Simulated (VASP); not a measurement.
# Mn (Fd-3m) in VASP: density of states with PBE

Aim: the density of states of Mn with PBE.

All numbers are computed with VASP 6.6.1; they aren't measurements. Logs are shortened: lines on timing, memory, paths and dates and some standing lists are left out, and cuts for length are marked.

## Step 1: The cell of the first run

The structure is cubic, space group Fd-3m (No. 227). Conventional cell: a = 4.952 Å, b = 4.952 Å, c = 4.952 Å, α = 90.00°, β = 90.00°, γ = 90.00°. Within 2.8 Å of Mn (site symmetry -43m) lie 4 Mn at 2.14 Å.

## Step 2: Density of states, PBE, collinear spin, ferromagnetic start

POSCAR

```
Mn
1.0
    0.0000000000      2.4761532093      2.4761532093
    2.4761532093      0.0000000000      2.4761532093
    2.4761532093      2.4761532093      0.0000000000
Mn
2
Direct
   -0.1250000000     -0.1250000000     -0.1250000000
    0.1250000000      0.1250000000      0.1250000000
```

INCAR.step1

```
SYSTEM = Mn
ALGO = Normal
EDIFF = 1E-6
ENCUT = 520
GGA = PE
ISIF = 2
ISMEAR = -1
ISPIN = 2
LASPH = .True.
LCHARG = .True.
LMAXMIX = 4
LREAL = .False.
LWAVE = .False.
MAGMOM = 3 3
NBANDS = 24
NELM = 150
PREC = Accurate
SIGMA = 0.1
```

KPOINTS.step1

```
k-points
0
Gamma
  14 14 14
  0 0 0
```

INCAR.step2

```
SYSTEM = Mn
ALGO = Normal
EDIFF = 1E-6
ENCUT = 520
GGA = PE
ICHARG = 11
ISIF = 2
ISMEAR = -5
ISPIN = 2
LASPH = .True.
LCHARG = .False.
LMAXMIX = 4
LORBIT = 10
LREAL = .False.
LWAVE = .False.
MAGMOM = 3 3
NEDOS = 1001
NELM = 150
PREC = Accurate
SIGMA = 0.1
```

KPOINTS.step2

```
k-points
0
Gamma
  21 21 21
  0 0 0
```

Potentials or basis: VASP PAW PBE potentials, release 64 (Mn_pv).

Started as:

```bash
$ cat potpaw_PBE.64/Mn_pv/POTCAR > POTCAR
$ cp INCAR.step1 INCAR
$ cp KPOINTS.step1 KPOINTS
$ mpirun -np 1 vasp_std > vasp.out
$ cp INCAR.step2 INCAR
$ cp KPOINTS.step2 KPOINTS
$ mpirun -np 1 vasp_std > vasp.out
```

OUTCAR:

```text
SYSTEM = Mn
   EDIFF = 1E-6
   ENCUT = 520
   GGA = PE
   ICHARG = 11
   ISIF = 2
   ISMEAR = -5
   ISPIN = 2
   LASPH = .True.
   LORBIT = 10
   LREAL = .False.
   NELM = 150
   PREC = Accurate

 ion  position               nearest neighbor table
   1  0.875  0.875  0.875-   2 2.14   2 2.14   2 2.14   2 2.14
   2  0.125  0.125  0.125-   1 2.14   1 2.14   1 2.14   1 2.14

  LATTYP: Found a face centered cubic cell.
 ALAT       =     4.9523064186

  Lattice vectors:

 A1 = (   0.0000000000,   2.4761532093,   2.4761532093)
 A2 = (   2.4761532093,   0.0000000000,   2.4761532093)
 A3 = (   2.4761532093,   2.4761532093,   0.0000000000)

Analysis of symmetry for initial positions (statically):
=====================================================================
 Subroutine PRICEL returns:
 Original cell was already a primitive cell.

 Routine SETGRP: Setting up the symmetry group for a
 face centered cubic supercell.

 Subroutine GETGRP returns: Found 48 space group operations
 (whereof 12 operations were pure point group operations)
 out of a pool of 48 trial point group operations.

The static configuration has the point symmetry D_3d.
 The point group associated with its full space group is O_h .

Analysis of symmetry for dynamics (positions and initial velocities):
=====================================================================
 Subroutine PRICEL returns:
 Original cell was already a primitive cell.

 Routine SETGRP: Setting up the symmetry group for a
 face centered cubic supercell.

 Subroutine GETGRP returns: Found 48 space group operations
 (whereof 12 operations were pure point group operations)
 out of a pool of 48 trial point group operations.

The dynamic configuration has the point symmetry D_3d.
 The point group associated with its full space group is O_h .

Analysis of structural, dynamic, and magnetic symmetry:
=====================================================================
 Subroutine PRICEL returns:
 Original cell was already a primitive cell.

 Routine SETGRP: Setting up the symmetry group for a
 face centered cubic supercell.

 Subroutine GETGRP returns: Found 48 space group operations
 (whereof 12 operations were pure point group operations)
 out of a pool of 48 trial point group operations.

The overall configuration has the point symmetry D_3d.
 The point group associated with its full space group is O_h .

 Subroutine INISYM returns: Found 48 space group operations
 (whereof 12 operations are pure point group operations),
 and found     1 'primitive' translations

----------------------------------------------------------------------------------------

                                     Primitive cell

  volume of cell :      30.3642

  direct lattice vectors                    reciprocal lattice vectors
     0.000000000  2.476153209  2.476153209    -0.201926116  0.201926116  0.201926116
     2.476153209  0.000000000  2.476153209     0.201926116 -0.201926116  0.201926116
     2.476153209  2.476153209  0.000000000     0.201926116  0.201926116 -0.201926116

  length of vectors
     3.501809451  3.501809451  3.501809451     0.349746292  0.349746292  0.349746292

  position of ions in fractional coordinates (direct lattice)
     0.875000000  0.875000000  0.875000000
     0.125000000  0.125000000  0.125000000

  ion indices of the primitive-cell ions
   primitive index   ion index
                 1           1
                 2           2

----------------------------------------------------------------------------------------

 KPOINTS: k-points

Automatic generation of k-mesh.
 Grid dimensions read from file:
 generate k-points for:   21   21   21

 Generating k-lattice:

  Cartesian coordinates                     Fractional coordinates (reciprocal lattice)
    -0.009615529  0.009615529  0.009615529     0.047619048  0.000000000  0.000000000
     0.009615529 -0.009615529  0.009615529     0.000000000  0.047619048  0.000000000
     0.009615529  0.009615529 -0.009615529     0.000000000  0.000000000  0.047619048

  Length of vectors
     0.016654585  0.016654585  0.016654585

  Shift w.r.t. Gamma in fractional coordinates (k-lattice)
     0.000000000  0.000000000  0.000000000

 TETIRR: Found   1276 inequivalent tetrahedra from    55566

 Subroutine IBZKPT returns following result:
 ===========================================

 Found    286 irreducible k-points:

 Following reciprocal coordinates:
            Coordinates               Weight
  0.000000  0.000000  0.000000      1.000000
  0.047619  0.000000  0.000000      8.000000
  0.095238  0.000000  0.000000      8.000000
  0.142857  0.000000  0.000000      8.000000
  0.190476  0.000000  0.000000      8.000000
  0.238095  0.000000  0.000000      8.000000
[... 16 lines left out ...]
 -0.428571  0.047619  0.000000     24.000000
 -0.380952  0.047619  0.000000     24.000000
 [... further k-points ...]
   k-points           NKPTS =    286   k-points in BZ     NKDIM =    286   number of bands    NBANDS=     20
   number of dos      NEDOS =   1001   number of ions     NIONS =      2
   total plane-waves  NPLWV =  21952
   dimension x,y,z NGX =    28 NGY =   28 NGZ =   28
   dimension x,y,z NGXF=    56 NGYF=   56 NGZF=   56
   ions per type =               2
   NGX,Y,Z   is equivalent  to a cutoff of  13.29, 13.29, 13.29 a.u.
   NGXF,Y,Z  is equivalent  to a cutoff of  26.59, 26.59, 26.59 a.u.
 SYSTEM =  Mn
   PREC   = accura    normal or accurate (medium, high low for compatibility)
   ISTART =      0    job   : 0-new  1-cont  2-samecut
   ICHARG =     11    charge: 1-file 2-atom 10-const
   ISPIN  =      2    spin polarized calculation?
   LNONCOLLINEAR =      F non collinear calculations
   LSORBIT =      F    spin-orbit coupling
   LASPH  =      T    aspherical Exc in radial PAW
   ENCUT  =  520.0 eV  38.22 Ry    6.18 a.u.   6.51  6.51  6.51*2*pi/ulx,y,z
   NELM   =    150;   NELMIN=  2; NELMDL=  0     # of ELM steps
   EDIFF  = 0.1E-05   stopping-criterion for ELM
   LREAL  =      F    real-space projection
   EDIFFG = 0.1E-04   stopping-criterion for IOM
   NSW    =      0    number of steps for IOM
   IBRION =     -1    ionic relax: 0-MD 1-quasi-New 2-CG
   NFREE  =      0    steps in history (QN), initial steepest desc. (CG)
   ISIF   =      2    stress and relaxation
   ISYM   =      2    0-nonsym 1-usesym 2-fastsym
   POTIM  = 0.5000    time-step for ionic-motion
   TEBEG  =    0.0;   TEEND  =   0.0 temperature during run
   PSTRESS=    0.0 pullay stress
   NELECT =      26.0000    total number of electrons
   NUPDOWN=      -1.0000    fix difference up-down
   EMIN   =  10.00;   EMAX   =-10.00  energy-range for DOS
   EFERMI =   0.00;   METHOD = LEGACY
   ISMEAR =    -5;   SIGMA  =   0.10  broadening in eV -4-tet -1-fermi 0-gaus
   EFERMI_NEDOS =   21; number of points for ismear=-14 and -15
   IALGO  =     38    algorithm
   IMIX   =      4    mixing-type and parameters
     AMIX     =   0.40;   BMIX     =  1.00
     AMIX_MAG =   1.60;   BMIX_MAG =  1.00
  volume/ion in A,a.u.               =      15.18       102.45
  Fermi-wavevector in a.u.,A,eV,Ry     =   1.554575  2.937721 32.881260  2.416704
  Thomas-Fermi vector in A             =   2.658642
   LORBIT       =     10    0 simple, 1 ext, 2 COOP (PROOUT), +10 PAW based schemes
   GGA     = PE    functional components
   LHFCALC =     F    Hartree Fock is set to
   AEXX    =    0.0000 exact exchange contribution
   IVDW    =     0    specifies the selected vdW correction
   LEPSILON=     F    determine dielectric tensor
   LRPA    =     F    only Hartree local field effects (RPA)
 spin polarized calculation
 Fermi weights with tetrahedron method with Bloechl corrections
  energy-cutoff  :      520.00
  volume of cell :       30.36
 maximum number of plane-waves:       869
 NGX is ok and might be reduce to    28

 number of electron      25.9999972 magnetization      -0.0008215

 Free energy of the ion-electron system (eV)
  ---------------------------------------------------
  ext. energy  EPLUGINS =         0.00000000
  ---------------------------------------------------
  free energy    TOTEN  =       -15.18083707 eV

  energy without entropy =      -15.18083707  energy(sigma->0) =      -15.18083707

 E-fermi :   6.0421     XC(G=0): -11.6905

 val. band max:        6.1021503682   @ k =  -0.4762   0.4762   0.0000
 cond. band min:       6.0140509460   @ k =  -0.3810   0.4762   0.0952
 fundamental gap:     -0.0880994222
 Fermi energy:         6.0420616611

 spin component 1

 k-point     1 :       0.0000    0.0000    0.0000
  band No.  band energies     occupation
      1     -41.8368      1.00000
      2     -41.8367      1.00000
      3     -41.8367      1.00000
      4     -41.1225      1.00000
      5     -41.1225      1.00000
      6     -41.1225      1.00000
[... 12 lines left out ...]
     19      20.5433      0.00000
     20      20.5440      0.00000
[... 507 lines left out ...]
 k-point    24 :      -0.3810    0.0476    0.0000
  band No.  band energies     occupation
      1     -41.9259      1.00000
      2     -41.9112      1.00000
      3     -41.8236      1.00000
      4     -41.1507      1.00000
      5     -41.0475      1.00000
      6     -41.0350      1.00000
[... 12 lines left out ...]
     19      16.7354      0.00000
     20      17.6250      0.00000

 [... further k-points ...]

 spin component 2

 k-point     1 :       0.0000    0.0000    0.0000
  band No.  band energies     occupation
      1     -41.8371      1.00000
      2     -41.8371      1.00000
      3     -41.8371      1.00000
      4     -41.1228      1.00000
      5     -41.1228      1.00000
      6     -41.1228      1.00000
[... 12 lines left out ...]
     19      20.5433      0.00000
     20      20.5451      0.00000
[... 507 lines left out ...]
 k-point    24 :      -0.3810    0.0476    0.0000
  band No.  band energies     occupation
      1     -41.9262      1.00000
      2     -41.9116      1.00000
      3     -41.8240      1.00000
      4     -41.1510      1.00000
      5     -41.0479      1.00000
      6     -41.0354      1.00000
[... 12 lines left out ...]
     19      16.7351      0.00000
     20      17.6248      0.00000

 [... further k-points ...]
[... 5 lines left out ...]
  --------------------------------------------------------------------------------------
  -------------------------------------------------------------------------------------
  Total       -0.4636334     -0.4636334     -0.4636334      0.0000000      0.0000000      0.0000000
  in kB      -24.4637333    -24.4637333    -24.4637333      0.0000000      0.0000000      0.0000000
  external PRESSURE =     -24.4637333 kB  Pullay stress =       0.0000000 kB

 VOLUME and BASIS-vectors are now :
 -----------------------------------------------------------------------------
  energy-cutoff  :      520.00
  volume of cell :       30.36
      direct lattice vectors                 reciprocal lattice vectors
     0.000000000  2.476153209  2.476153209    -0.201926116  0.201926116  0.201926116
     2.476153209  0.000000000  2.476153209     0.201926116 -0.201926116  0.201926116
     2.476153209  2.476153209  0.000000000     0.201926116  0.201926116 -0.201926116

 POSITION                                       TOTAL-FORCE (eV/Angst)
 -----------------------------------------------------------------------------------
      4.33327      4.33327      4.33327        -0.000000      0.000000      0.000000
      0.61904      0.61904      0.61904         0.000000     -0.000000     -0.000000
 -----------------------------------------------------------------------------------
    total drift:                                0.000000      0.000000      0.000000

  FREE ENERGIE OF THE ION-ELECTRON SYSTEM (eV)
  ---------------------------------------------------
  free  energy   TOTEN  =       -15.1808370748 eV

  energy  without entropy=      -15.1808370748  energy(sigma->0) =      -15.18083707

 total charge

# of ion       s       p       d       tot
------------------------------------------
    1        0.482   6.261   5.306  12.049
    2        0.482   6.261   5.306  12.049
--------------------------------------------------
tot          0.964  12.522  10.612  24.098

 magnetization (x)

# of ion       s       p       d       tot
------------------------------------------
    1        0.000  -0.000  -0.000  -0.000
    2        0.000  -0.000  -0.000  -0.000
--------------------------------------------------
tot          0.000  -0.000  -0.000  -0.000
```

Wall time 5.5 min (1 thread of AMD EPYC 7R43 (Zen 3), shared host); peak memory 0.31 GiB.

Results:

- Net moment: 0.00 μB per cell
- Valence electrons inside the program's atomic spheres: Mn 12.05

Levels at points of the mesh, in eV from the Fermi level:
Spin up:
```csv
k point,band 9,band 10,band 11,band 12,band 13,band 14,band 15,band 16,band 17,band 18
"(0.00, 0.00, 0.00)",-2.09,-1.69,-1.69,-1.69,0.44,0.44,0.44,2.27,2.27,14.50
```
Spin down:
```tsv
k point	band 9	band 10	band 11	band 12	band 13	band 14	band 15	band 16	band 17	band 18
(0.00, 0.00, 0.00)	-2.09	-1.69	-1.69	-1.69	0.44	0.44	0.44	2.26	2.26	14.50
```

Caveat: the starting moments collapsed, and a magnetic state may lie lower; tetrahedron occupations give inexact forces and stress in metals.
